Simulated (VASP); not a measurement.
A run of VASP 6.6.1:

Contents of INCAR:

```
SYSTEM = MgI2
  ALGO = Normal
  EDIFF = 1E-7
  ENCUT = 520
  GGA = PE
  ISIF = 2
  ISMEAR = 0
  LASPH = .TRUE.
  LCHARG = .FALSE.
  LREAL = .FALSE.
  LWAVE = .FALSE.
  NBANDS = 15
  NELM = 60
  PREC = Accurate
  SIGMA = 0.05
```

The input KPOINTS:

```
k-points
0
G
  6 6 4
  0 0 0
```

The input POSCAR:

```
MgI2
1.0
    4.1537001214      0.0000000000      0.0000000000
   -2.0768500607      3.5972098248      0.0000000000
    0.0000000000      0.0000000000      6.8620000000
Mg I
1 2
Direct
    0.0000000000      0.0000000000      0.0000000000
    0.3739773903      0.6869886951      0.7280772998
    0.7073107236      0.3536553618      0.2128172998
```

Potentials or basis: VASP PAW PBE potentials, release 64 (Mg, I).

Launch:

```console
$ cat potpaw_PBE.64/Mg/POTCAR potpaw_PBE.64/I/POTCAR > POTCAR
$ mpirun -np 1 vasp_std > vasp.out
```

Hardware: 1 thread of Intel Xeon 8259CL, on a shared host.

Question: Estimate the wall time of this run.

Answer: Wall time 100 s on 1 thread of Intel Xeon 8259CL, with other jobs on the host, peak memory 0.26 GiB. Counts: scf iterations 15, k points 47.
